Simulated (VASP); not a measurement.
# Zr3O (P6_322) in VASP: further runs

Runs on Zr3O. Level: PBEsol. Tasks: single point.

All numbers are computed with VASP 6.6.1; they aren't measurements. Logs are shortened: lines on timing, memory, paths and dates and some standing lists are left out, and cuts for length are marked.

**1. The cell of the first run**

It takes space group P6_322 (No. 182, hexagonal). Conventional cell: a = 5.711 Å, b = 5.711 Å, c = 4.930 Å, α = 90.00°, β = 90.00°, γ = 120.00°. Within 3.4 Å of Zr (site symmetry 2) lie 2 O at 2.25 Å and 12 Zr at 3.07 to 3.36 Å. O (site symmetry 32) has 6 Zr at 2.25 Å within 3.0 Å.

**2. Single point, PBEsol (17.40 Å³/atom, c/a of the conventional cell at fixed volume 0.8632)**

Input file INCAR:

```
PREC = Accurate
ENCUT = 520
EDIFF = 1E-6
ISMEAR = 0
SIGMA = 0.15
LREAL = F
LASPH = T
NELM = 80
ALGO = Normal
ISIF = 2
LWAVE = F
LCHARG = T
GGA = PS
LELF = T
LVHAR = T
NBANDS = 52
```

Input file KPOINTS:

```
regular mesh
0
Gamma
  9 9 8
```

Input file POSCAR:

```
Zr3O
1.0
    5.7109074789      0.0000000000      0.0000000000
   -2.8554537395      4.9457909554      0.0000000000
    0.0000000000      0.0000000000      4.9296553358
Zr O
6 2
Direct
    0.3394720281      0.0000000000      0.0000000000
    0.3394720281      0.3394720281      0.5000000000
    0.0000000000      0.3394720281      0.0000000000
    0.6605279719      0.0000000000      0.5000000000
    0.6605279719      0.6605279719      0.0000000000
    0.0000000000      0.6605279719      0.5000000000
    0.3333333333      0.6666666667      0.2500000000
    0.6666666667      0.3333333333      0.7500000000
```

Potentials or basis: VASP PAW PBE potentials, release 64 (Zr_sv, O).

On the command line:

```console
cat potpaw_PBE.64/Zr_sv/POTCAR potpaw_PBE.64/O/POTCAR > POTCAR
mpirun -np 1 vasp_std > vasp.out
```

OUTCAR:

```text
PREC = Accurate
   ENCUT = 520
   EDIFF = 1E-6
   ISMEAR = 0
   LREAL = F
   LASPH = T
   NELM = 80
   ISIF = 2
   GGA = PS

 ion  position               nearest neighbor table
   1  0.339  0.000  0.000-   7 2.25   8 2.25   4 3.07   4 3.07   6 3.14   6 3.14   2 3.14   2 3.14
                             3 3.27   3 3.27   5 3.27   5 3.27   5 3.36   3 3.36
   2  0.339  0.339  0.500-   8 2.25   7 2.25   5 3.07   5 3.07   3 3.14   3 3.14   1 3.14   1 3.14
                             6 3.27   4 3.27   6 3.27   4 3.27   4 3.36   6 3.36
   3  0.000  0.339  0.000-   8 2.25   7 2.25   6 3.07   6 3.07   4 3.14   4 3.14   2 3.14   2 3.14
                             1 3.27   5 3.27   1 3.27   5 3.27   5 3.36   1 3.36
   4  0.661  0.000  0.500-   8 2.25   7 2.25   1 3.07   1 3.07   3 3.14   3 3.14   5 3.14   5 3.14
                             6 3.27   6 3.27   2 3.27   2 3.27   2 3.36   6 3.36
   5  0.661  0.661  0.000-   7 2.25   8 2.25   2 3.07   2 3.07   6 3.14   6 3.14   4 3.14   4 3.14
                             3 3.27   1 3.27   3 3.27   1 3.27   1 3.36   3 3.36
   6  0.000  0.661  0.500-   7 2.25   8 2.25   3 3.07   3 3.07   1 3.14   1 3.14   5 3.14   5 3.14
                             4 3.27   2 3.27   4 3.27   2 3.27   2 3.36   4 3.36
   7  0.333  0.667  0.250-   6 2.25   1 2.25   3 2.25   4 2.25   5 2.25   2 2.25
   8  0.667  0.333  0.750-   3 2.25   4 2.25   6 2.25   1 2.25   2 2.25   5 2.25

  LATTYP: Found a hexagonal cell.
 ALAT       =     5.7109074789
 C/A-ratio  =     0.8632000000

  Lattice vectors:

 A1 = (   5.7109074789,   0.0000000000,   0.0000000000)
 A2 = (  -2.8554537395,   4.9457909554,   0.0000000000)
 A3 = (   0.0000000000,   0.0000000000,   4.9296553358)

Analysis of symmetry for initial positions (statically):
=====================================================================
 Subroutine PRICEL returns:
 Original cell was already a primitive cell.

 Routine SETGRP: Setting up the symmetry group for a
 hexagonal supercell.

 Subroutine GETGRP returns: Found 12 space group operations
 (whereof  6 operations were pure point group operations)
 out of a pool of 24 trial point group operations.

The static configuration has the point symmetry D_3 .
 The point group associated with its full space group is D_6 .

Analysis of symmetry for dynamics (positions and initial velocities):
=====================================================================
 Subroutine PRICEL returns:
 Original cell was already a primitive cell.

 Routine SETGRP: Setting up the symmetry group for a
 hexagonal supercell.

 Subroutine GETGRP returns: Found 12 space group operations
 (whereof  6 operations were pure point group operations)
 out of a pool of 24 trial point group operations.

The dynamic configuration has the point symmetry D_3 .
 The point group associated with its full space group is D_6 .

 Subroutine INISYM returns: Found 12 space group operations
 (whereof  6 operations are pure point group operations),
 and found     1 'primitive' translations

----------------------------------------------------------------------------------------

                                     Primitive cell

  volume of cell :     139.2379

  direct lattice vectors                    reciprocal lattice vectors
     5.710907479  0.000000000  0.000000000     0.175103520  0.101096064  0.000000000
    -2.855453740  4.945790955  0.000000000     0.000000000  0.202192128  0.000000000
     0.000000000  0.000000000  4.929655336     0.000000000  0.000000000  0.202853938

  length of vectors
     5.710907479  5.710907479  4.929655336     0.202192128  0.202192128  0.202853938

  position of ions in fractional coordinates (direct lattice)
     0.339472028  0.000000000  0.000000000
     0.339472028  0.339472028  0.500000000
     0.000000000  0.339472028  0.000000000
     0.660527972  0.000000000  0.500000000
     0.660527972  0.660527972  0.000000000
     0.000000000  0.660527972  0.500000000
     0.333333333  0.666666667  0.250000000
     0.666666667  0.333333333  0.750000000

  ion indices of the primitive-cell ions
   primitive index   ion index
                 1           1
                 2           2
                 3           3
                 4           4
                 5           5
                 6           6
                 7           7
                 8           8

----------------------------------------------------------------------------------------

 KPOINTS: regular mesh

Automatic generation of k-mesh.
 Grid dimensions read from file:
 generate k-points for:    9    9    8

 Generating k-lattice:

  Cartesian coordinates                     Fractional coordinates (reciprocal lattice)
     0.019455947  0.011232896  0.000000000     0.111111111 -0.000000000  0.000000000
     0.000000000  0.022465792  0.000000000     0.000000000  0.111111111  0.000000000
     0.000000000  0.000000000  0.025356742     0.000000000  0.000000000  0.125000000

  Length of vectors
     0.022465792  0.022465792  0.025356742

  Shift w.r.t. Gamma in fractional coordinates (k-lattice)
     0.000000000  0.000000000  0.000000000

 Subroutine IBZKPT returns following result:
 ===========================================

 Found     60 irreducible k-points:

 Following reciprocal coordinates:
            Coordinates               Weight
  0.000000  0.000000  0.000000      1.000000
  0.111111  0.000000  0.000000      6.000000
  0.222222  0.000000  0.000000      6.000000
  0.333333  0.000000  0.000000      6.000000
  0.444444  0.000000  0.000000      6.000000
  0.111111  0.111111  0.000000      6.000000
[... 16 lines left out ...]
  0.333333  0.222222  0.125000     24.000000
  0.333333  0.333333  0.125000      4.000000
 [... further k-points ...]
   k-points           NKPTS =     60   k-points in BZ     NKDIM =     60   number of bands    NBANDS=     52
   number of dos      NEDOS =    301   number of ions     NIONS =      8
   total plane-waves  NPLWV =  70560
   dimension x,y,z NGX =    42 NGY =   42 NGZ =   40
   dimension x,y,z NGXF=    84 NGYF=   84 NGZF=   80
   ions per type =               6   2
   NGX,Y,Z   is equivalent  to a cutoff of  12.23, 12.23, 13.49 a.u.
   NGXF,Y,Z  is equivalent  to a cutoff of  24.45, 24.45, 26.98 a.u.
 SYSTEM =  unknown system
   PREC   = accura    normal or accurate (medium, high low for compatibility)
   ISTART =      0    job   : 0-new  1-cont  2-samecut
   ICHARG =      2    charge: 1-file 2-atom 10-const
   ISPIN  =      1    spin polarized calculation?
   LNONCOLLINEAR =      F non collinear calculations
   LSORBIT =      F    spin-orbit coupling
   LASPH  =      T    aspherical Exc in radial PAW
   ENCUT  =  520.0 eV  38.22 Ry    6.18 a.u.  10.62 10.62  9.17*2*pi/ulx,y,z
   NELM   =     80;   NELMIN=  2; NELMDL= -5     # of ELM steps
   EDIFF  = 0.1E-05   stopping-criterion for ELM
   LREAL  =      F    real-space projection
   EDIFFG = 0.1E-04   stopping-criterion for IOM
   NSW    =      0    number of steps for IOM
   IBRION =     -1    ionic relax: 0-MD 1-quasi-New 2-CG
   NFREE  =      0    steps in history (QN), initial steepest desc. (CG)
   ISIF   =      2    stress and relaxation
   ISYM   =      2    0-nonsym 1-usesym 2-fastsym
   POTIM  = 0.5000    time-step for ionic-motion
   TEBEG  =    0.0;   TEEND  =   0.0 temperature during run
   PSTRESS=    0.0 pullay stress
   NELECT =      84.0000    total number of electrons
   NUPDOWN=      -1.0000    fix difference up-down
   EMIN   =  10.00;   EMAX   =-10.00  energy-range for DOS
   EFERMI =   0.00;   METHOD = LEGACY
   ISMEAR =     0;   SIGMA  =   0.15  broadening in eV -4-tet -1-fermi 0-gaus
   EFERMI_NEDOS =   21; number of points for ismear=-14 and -15
   IALGO  =     38    algorithm
   IMIX   =      4    mixing-type and parameters
     AMIX     =   0.40;   BMIX     =  1.00
     AMIX_MAG =   1.60;   BMIX_MAG =  1.00
  volume/ion in A,a.u.               =      17.40       117.45
  Fermi-wavevector in a.u.,A,eV,Ry     =   1.383297  2.614052 26.034894  1.913511
  Thomas-Fermi vector in A             =   2.507908
   LORBIT       =      0    0 simple, 1 ext, 2 COOP (PROOUT), +10 PAW based schemes
   GGA     = PS    functional components
   LHFCALC =     F    Hartree Fock is set to
   AEXX    =    0.0000 exact exchange contribution
   IVDW    =     0    specifies the selected vdW correction
   LEPSILON=     F    determine dielectric tensor
   LRPA    =     F    only Hartree local field effects (RPA)
 non-spin polarized calculation
 Gauss-broadening in eV      SIGMA  =   0.15
  energy-cutoff  :      520.00
  volume of cell :      139.24
 maximum number of plane-waves:      3792
   NGX = 21   NGY = 21   NGZ = 19

 number of electron      84.0000008 magnetization

 Free energy of the ion-electron system (eV)
  ---------------------------------------------------
  ext. energy  EPLUGINS =         0.00000000
  ---------------------------------------------------
  free energy    TOTEN  =       -76.50458889 eV

  energy without entropy =      -76.44988082  energy(sigma->0) =      -76.47723486

 E-fermi :   9.7783     XC(G=0): -11.7737

 val. band max:        9.7753956667   @ k =   0.1111   0.0000   0.3750
 cond. band min:       9.7851842696   @ k =   0.2222   0.0000   0.2500
 fundamental gap:      0.0097886029
 Fermi energy:         9.7783401575

 k-point     1 :       0.0000    0.0000    0.0000
  band No.  band energies     occupation
      1     -38.9809      2.00000
      2     -38.8020      2.00000
      3     -38.8020      2.00000
      4     -38.7827      2.00000
      5     -38.7827      2.00000
      6     -38.7692      2.00000
[... 44 lines left out ...]
     51      12.2739      0.00000
     52      12.9134      0.00000

 k-point     2 :       0.1111    0.0000    0.0000
  band No.  band energies     occupation
      1     -38.9762      2.00000
      2     -38.8119      2.00000
      3     -38.8093      2.00000
      4     -38.7777      2.00000
      5     -38.7763      2.00000
      6     -38.7682      2.00000
[... 1202 lines left out ...]
 k-point    24 :       0.3333    0.3333    0.1250
  band No.  band energies     occupation
      1     -38.8842      2.00000
      2     -38.8824      2.00000
      3     -38.8632      2.00000
      4     -38.7659      2.00000
      5     -38.7641      2.00000
      6     -38.7609      2.00000
[... 44 lines left out ...]
     51      12.8529      0.00000
     52      13.0532      0.00000

 [... further k-points ...]

------------------------ aborting loop because EDIFF is reached ----------------------------------------

  FORCE on cell =-STRESS in cart. coord.  units (eV):
  Direction    XX          YY          ZZ          XY          YZ          ZX
  --------------------------------------------------------------------------------------
  -------------------------------------------------------------------------------------
  Total       -2.8357403     -2.8357403      6.5378972      0.0000000      0.0000000      0.0000000
  in kB      -32.6301904    -32.6301904     75.2300293      0.0000000      0.0000000      0.0000000
  external PRESSURE =       3.3232162 kB  Pullay stress =       0.0000000 kB

 VOLUME and BASIS-vectors are now :
 -----------------------------------------------------------------------------
  energy-cutoff  :      520.00
  volume of cell :      139.24
      direct lattice vectors                 reciprocal lattice vectors
     5.710907479  0.000000000  0.000000000     0.175103520  0.101096064  0.000000000
    -2.855453740  4.945790955  0.000000000     0.000000000  0.202192128  0.000000000
     0.000000000  0.000000000  4.929655336     0.000000000  0.000000000  0.202853938

 POSITION                                       TOTAL-FORCE (eV/Angst)
 -----------------------------------------------------------------------------------
      1.93869      0.00000      0.00000         0.090078      0.000000     -0.000000
      0.96935      1.67896      2.46483         0.045039      0.078010      0.000000
     -0.96935      1.67896      0.00000        -0.045039      0.078010      0.000000
      3.77221      0.00000      2.46483        -0.090078      0.000000      0.000000
      1.88611      3.26683      0.00000        -0.045039     -0.078010      0.000000
     -1.88611      3.26683      2.46483         0.045039     -0.078010      0.000000
     -0.00000      3.29719      1.23241         0.000000      0.000000      0.000000
      2.85545      1.64860      3.69724         0.000000      0.000000      0.000000
 -----------------------------------------------------------------------------------
    total drift:                               -0.000001      0.000000     -0.000000

  FREE ENERGIE OF THE ION-ELECTRON SYSTEM (eV)
  ---------------------------------------------------
  free  energy   TOTEN  =       -76.5045888950 eV

  energy  without entropy=      -76.4498808217  energy(sigma->0) =      -76.47723486
```

Run time: 11 min. Hardware: 1 thread of Intel Xeon 8259CL, shared host; peak memory 0.46 GiB.

Results:

* Free energy: -76.5046 eV
* Pressure: 0.3 GPa
* Largest force: 0.090 eV/Å
* Band gap on the k mesh: zero (bands 42 and 43 overlap by 0.82 eV)

Forces on the atoms (eV/Å):
```
Zr   0.090  0.000  0.000
Zr   0.045  0.078  0.000
Zr  -0.045  0.078  0.000
Zr  -0.090  0.000  0.000
Zr  -0.045 -0.078  0.000
Zr   0.045 -0.078  0.000
O    0.000  0.000  0.000
O    0.000  0.000  0.000
```

Stress tensor (GPa, compression positive):
```
-3.26  0.00  0.00
 0.00 -3.26  0.00
 0.00  0.00  7.52
```

Levels at points of the mesh, in eV from the Fermi level:
```csv
k point,band 40,band 41,band 42,band 43,band 44,band 45
"(0.00, 0.00, 0.00)",-1.20,0.38,0.64,0.64,0.91,0.91
"(0.00, 0.00, 0.50)",-0.28,-0.18,-0.18,-0.08,-0.08,0.27
```

Caveat: the cell differs from its parent crystal (c/a of the conventional cell at fixed volume 0.8632); the stress differs along the axes, from -3 to 8 GPa; the PAW data sets were made with another functional, which shifts forces and pressure a little.

**3. Single point, PBEsol**

This run uses another cell than the first one, of the same volume but with other edges.

Input file INCAR:

```
SYSTEM = Zr3O
ALGO     = Normal         ! electronic algorithm
EDIFF    = 1E-6           ! SCF threshold, eV
ENCUT    = 520            ! plane-wave cutoff, eV
GGA      = PS             ! functional
ISIF     = 2              ! what is computed and relaxed
ISMEAR   = 0              ! smearing method
LASPH    = .TRUE.         ! aspherical terms in the spheres
LCHARG   = .FALSE.        ! write CHGCAR
LREAL    = .FALSE.        ! projectors in reciprocal space
LWAVE    = .FALSE.        ! write WAVECAR
NBANDS   = 52             ! bands
NELM     = 60             ! most SCF steps
PREC     = Accurate       ! precision mode
SIGMA    = 0.15           ! smearing width, eV
```

Input file KPOINTS:

```
k-points
0
G
  9 9 8
  0 0 0
```

Input file POSCAR:

```
Zr3O
1.0
    5.3613299101      0.0000000000      0.0000000000
   -2.6806649551      4.6430479003      0.0000000000
    0.0000000000      0.0000000000      5.5934754953
Zr O
6 2
Direct
    0.3260414843      0.0000000000      0.0000000000
    0.3260414843      0.3260414843      0.5000000000
    0.0000000000      0.3260414843      0.0000000000
    0.6739585157      0.0000000000      0.5000000000
    0.6739585157      0.6739585157      0.0000000000
    0.0000000000      0.6739585157      0.5000000000
    0.3333333333      0.6666666667      0.2500000000
    0.6666666667      0.3333333333      0.7500000000
```

Potentials or basis: VASP PAW PBE potentials, release 64 (Zr_sv, O).

On the command line:

```console
cat potpaw_PBE.64/Zr_sv/POTCAR potpaw_PBE.64/O/POTCAR > POTCAR
mpirun -np 1 vasp_std > vasp.out
```

Run time: 9.8 min. Hardware: 1 thread of Intel Xeon 8259CL, shared host; peak memory 0.44 GiB.

Results (log left out):

```
Free energy            : -75.9775 eV
Pressure               : -0.8 GPa
Largest force          : 1.122 eV/Å
Band gap on the k mesh : zero (bands 42 and 43 overlap by 0.10 eV)
```

Forces in eV/Å, atoms in the order of the input:
```
Zr   1.122  0.000  0.000
Zr   0.561  0.972  0.000
Zr  -0.561  0.972  0.000
Zr  -1.122  0.000  0.000
Zr  -0.561 -0.972  0.000
Zr   0.561 -0.972  0.000
O    0.000  0.000  0.000
O    0.000  0.000  0.000
```

Stress tensor (GPa, compression positive):
```
 3.50  0.00  0.00
 0.00  3.50  0.00
 0.00  0.00 -9.50
```

Levels at points of the mesh, in eV from the Fermi level:
```csv
k point,band 38,band 39,band 40,band 41,band 42,band 43,band 44,band 45,band 46,band 47
"(0.00, 0.00, 0.00)",-0.88,-0.54,-0.54,-0.19,-0.16,0.78,0.78,0.87,0.87,1.45
"(0.00, 0.00, 0.50)",-1.00,-0.54,-0.54,-0.05,-0.05,0.36,0.36,0.55,0.55,1.73
```

Caveat: the cell differs from its parent crystal (atoms shifted along a free coordinate, c/a of the conventional cell at fixed volume 1.0433); the stress differs along the axes, from -10 to 3 GPa; the PAW data sets were made with another functional, which shifts forces and pressure a little.

The gap in the log of VASP goes by the Fermi energy; the results here count the filled bands.